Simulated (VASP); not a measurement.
Here is a VASP 6.6.1 calculation.

Contents of INCAR:

```
PREC = Accurate
ENCUT = 520
EDIFF = 1E-6
ISMEAR = -1
SIGMA = 0.05
LREAL = F
LASPH = T
NELM = 80
ALGO = Normal
ISIF = 2
LWAVE = F
LCHARG = F
GGA = CA
NBANDS = 10
```

The input KPOINTS:

```
Automatic mesh
0
Gamma
  17 17 17
```

Contents of POSCAR:

```
F
1.0
    0.0000000000      1.5859863866      1.5859863866
    1.5859863866      0.0000000000      1.5859863866
    1.5859863866      1.5859863866      0.0000000000
F
1
Direct
    0.0000000000      0.0000000000      0.0000000000
```

Potentials or basis: VASP PAW LDA potentials, release 64 (F).

Launch:

```bash
$ cat potpaw_LDA.64/F/POTCAR > POTCAR
$ mpirun -np 1 vasp_std > vasp.out
```

What does it give for the band gap on the k mesh?

Zero (an odd number of electrons rules out a gap without spin polarisation).

What does it give for the pressure?

5.2 GPa.

Caveat: the cell stands under pressure; an odd number of electrons without spin polarisation forces a metal; a magnetic or distorted state may lie lower.
